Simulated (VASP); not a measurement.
Write the native input for VASP 6.6.1 that does the following.

```
Task                   : single point
Functional             : r2SCAN
Potentials or basis    : VASP PAW PBE potentials, release 64 (Sn_d, Se)
Cutoff                 : 520 eV
k mesh                 : 4 × 6 × 6
Occupations            : gaussian, width 0.02 eV
Spin                   : no spin polarisation
Dipole correction      : no
Further INCAR settings : ALGO = Normal; EDIFF = 1e-06; NBANDS = 50
```

SnSe:

```
Sn Se
1.0
    11.67615    0.00000    0.00000
     0.00000    4.12498    0.00000
     0.00000    0.00000    4.69753
Sn Se
4 4
Direct
  0.12006 0.25000 0.12461
  0.37994 0.75000 0.62461
  0.62006 0.25000 0.37539
  0.87994 0.75000 0.87539
  0.35210 0.25000 0.01179
  0.14790 0.75000 0.51179
  0.85210 0.25000 0.48821
  0.64790 0.75000 0.98821
```

The input as run:

POSCAR

```
SnSe
1.0
   11.6761522607      0.0000000000      0.0000000000
    0.0000000000      4.1249809051      0.0000000000
    0.0000000000      0.0000000000      4.6975285102
Sn Se
4 4
Direct
    0.1200597178      0.2500000000      0.1246082559
    0.3799402822      0.7500000000      0.6246082559
    0.6200597178      0.2500000000      0.3753917441
    0.8799402822      0.7500000000      0.8753917441
    0.3521012444      0.2500000000      0.0117930754
    0.1478987556      0.7500000000      0.5117930754
    0.8521012444      0.2500000000      0.4882069246
    0.6478987556      0.7500000000      0.9882069246
```

INCAR.step1

```
SYSTEM = SnSe
  PREC = Accurate
  ENCUT = 520
  ISMEAR = 0
  SIGMA = 0.02
  LREAL = .False.
  LASPH = .True.
  NELM = 60
  NBANDS = 50
  GGA = PE
  ALGO = Normal
  EDIFF = 1E-4
  LWAVE = .True.
  LCHARG = .False.
```

INCAR.step2

```
SYSTEM = SnSe
  PREC = Accurate
  ENCUT = 520
  EDIFF = 1E-6
  ISMEAR = 0
  SIGMA = 0.02
  LREAL = .False.
  LASPH = .True.
  NELM = 60
  ALGO = Normal
  ISIF = 2
  LWAVE = .False.
  LCHARG = .True.
  METAGGA = R2SCAN
  LMIXTAU = .True.
  LELF = .True.
  LVHAR = .True.
  NBANDS = 50
  ISTART = 1
```

KPOINTS

```
regular mesh
0
Gamma
  4 6 6
  0 0 0
```

Potentials or basis: VASP PAW PBE potentials, release 64 (Sn_d, Se).

Command:

```sh
$ cat potpaw_PBE.64/Sn_d/POTCAR potpaw_PBE.64/Se/POTCAR > POTCAR
$ cp INCAR.step1 INCAR
$ mpirun -np 1 vasp_std > vasp.out
$ cp INCAR.step2 INCAR
$ mpirun -np 1 vasp_std > vasp.out
```

Results of the run:

```
Pressure               : 0.0 GPa
Largest force          : 0.023 eV/Å
Band gap on the k mesh : 1.02 eV (least direct gap 1.36 eV)
```

Caveat: the PAW data sets were made with another functional, which shifts forces and pressure a little; spin-orbit coupling is left out, which moves the levels of the heavy elements.

Wall time 35 min on 1 thread of Oxide Virtual Turin-like Processor (shared host), peak memory 0.59 GiB.
